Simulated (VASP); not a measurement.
Wanted: the native input for a VASP 6.6.1 run.

```
Task                   : relaxation of cell and atoms
Functional             : PBE
Potentials or basis    : VASP PAW PBE potentials, release 64 (Ho_3, Al, Te), 4f in core
Cutoff                 : 500 eV
k mesh                 : 8 × 8 × 8
Occupations            : gaussian, width 0.1 eV
Spin                   : no spin polarisation
Dipole correction      : no
Mended                 : yes
Further INCAR settings : ALGO = Normal; EDIFF = 1e-07; IBRION = 2; EDIFFG = -0.01; NSW = 100; ISIF = 3
```

The structure of HoAlTe3 lies in POSCAR:

```
HoAlTe3
1.0
    5.3089477584      0.0000000000      0.0000000000
    0.0000000000      5.3089477584      0.0000000000
    0.0000000000      0.0000000000      5.3089477584
Ho Al Te
1 1 3
Direct
    0.5000000000      0.5000000000      0.5000000000
    0.0000000000      0.0000000000      0.0000000000
    0.5000000000      0.0000000000      0.0000000000
    0.0000000000      0.5000000000      0.0000000000
    0.0000000000      0.0000000000      0.5000000000
```

The cell was built from a structure type or drawn by symmetry, and may not be a known phase.

The input as run:

INCAR

```
SYSTEM = HoAlTe3
PREC     = Accurate       ! precision mode
ENCUT    = 500            ! plane-wave cutoff, eV
EDIFF    = 1E-7           ! SCF threshold, eV
ISMEAR   = 0              ! smearing method
SIGMA    = 0.1            ! smearing width, eV
LREAL    = .FALSE.        ! projectors in reciprocal space
LASPH    = .TRUE.         ! aspherical terms in the spheres
NELM     = 200            ! most SCF steps
ALGO     = Normal         ! electronic algorithm
ISIF     = 3              ! what is computed and relaxed
LWAVE    = .FALSE.        ! write WAVECAR
LCHARG   = .FALSE.        ! write CHGCAR
GGA      = PE             ! functional
IBRION   = 2              ! ionic algorithm
NSW      = 100            ! ionic steps
EDIFFG   = -0.01          ! ionic threshold
GGA_COMPAT= .FALSE.      
NELMIN   = 4            
LMAXMIX  = 6              ! l up to which the mixer works
```

KPOINTS

```
regular mesh
0
G
  8 8 8
  0 0 0
```

Potentials or basis: VASP PAW PBE potentials, release 64 (Ho_3, Al, Te), 4f in core.

Run with:

```bash
$ cat potpaw_PBE.64/Ho_3/POTCAR potpaw_PBE.64/Al/POTCAR potpaw_PBE.64/Te/POTCAR > POTCAR
$ mpirun -np 1 vasp_std > vasp.out
```

Results of the run:

The relaxed volume is 30.06 Å³/atom, the relaxed cell is a = 5.317 Å, b = 5.317 Å, c = 5.317 Å, α = 90.00°, β = 90.00°, γ = 90.00° and the space group after relaxing (to 0.1 Å) is Pm-3m (No. 221). The energy gained by relaxing is 0.1 meV/atom. The ionic steps are 3 and the pressure after relaxing is 0.0 GPa. The band gap on the k mesh is zero (bands 15 and 16 overlap by 1.57 eV).

Caveat: spin-orbit coupling is left out, which moves the levels of the heavy elements; the 4f electrons are frozen in the core, so they carry no moment and show no levels.

Run time: 2.4 min on 1 thread of AMD EPYC 7R13 Processor (Zen 3), on a shared host, peak memory 0.29 GiB.
